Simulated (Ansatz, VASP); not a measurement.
## KBr in VASP and in Ansatz

The input POSCAR:

```
KBr
1.0
    0.0000000000      3.3022478201      3.3022478201
    3.2583279241      0.0000000000      3.3022478201
    3.2583279241      3.3022478201      0.0000000000
K Br
1 1
Direct
    0.0000000000      0.0000000000      0.0000000000
    0.5000000000      0.5000000000      0.5000000000
```

File INCAR.step1:

```
  ALGO = Normal
  EDIFF = 1E-5
  ENCUT = 520
  GGA = PE
  ISIF = 2
  ISMEAR = 0
  LASPH = True
  LCHARG = False
  LREAL = False
  LWAVE = True
  NBANDS = 15
  NELM = 60
  PREC = Accurate
  SIGMA = 0.01
```

INCAR.step2

```
  ALGO = Normal
  EDIFF = 1E-6
  ENCUT = 520
  GGA = PE
  HFSCREEN = 0.2079
  ISIF = 2
  ISMEAR = 0
  ISTART = 1
  LASPH = True
  LCHARG = False
  LHFCALC = True
  LREAL = False
  LWAVE = False
  NBANDS = 15
  NELM = 60
  PREC = Accurate
  PRECFOCK = Normal
  SIGMA = 0.01
```

File KPOINTS:

```
k-points
0
Gamma
  4 4 4
```

Input for Ansatz:

```yaml
crystal:
  lattice:
    - [0.0, 3.3022478201, 3.3022478201]
    - [3.2583279241, 0.0, 3.3022478201]
    - [3.2583279241, 3.3022478201, 0.0]
  atoms:
    - { symbol: K, position: [0.0, 0.0, 0.0] }
    - { symbol: Br, position: [0.5, 0.5, 0.5] }
kpoints:
  mp_grid: { grid: [4, 4, 4] }
  band_path:
    path:
      - [0.0, 0.0, 0.0]
      - [0.5, 0.0, 0.5]
      - [0.625, 0.25, 0.625]
      - [0.375, 0.375, 0.75]
      - [0.5, 0.5, 0.5]
      - [0.5, 0.25, 0.75]
    npoints: 1
hamiltonian:
  xc: hse06
scf:
  occupations: { method: fixed }
  n_extra_bands: 4
output:
  forces: true
  stress: true
  eigenvalues: true
```

Change from the starting cell: uniaxial_x strain -1.3%.

Alike in both runs: task single point; functional HSE06; k mesh 4 × 4 × 4; no spin polarisation.

|  | VASP | Ansatz |
| --- | --- | --- |
| version | VASP 6.6.1 | Ansatz 0.2.0 |
| potentials or method | VASP PAW PBE potentials, release 64 (K_sv, Br) | plane waves, PAW |
| plane-wave cutoff (eV) | 520 | 420 |
| occupations | gaussian, width 0.01 eV | fixed |
| valence electrons in the cell | 16 | 16 |

```csv
,VASP,Ansatz,Ansatz less VASP
gap on the k mesh at the Fermi level (eV),5.63,5.63,+0.003
pressure (GPa),0.7,0.7,-0.03
"traceless stress, the component that is largest in VASP (GPa)",0.32,0.32,-0.004
```

Ansatz's warnings: stress exchange threshold loose, stress scf threshold loose.
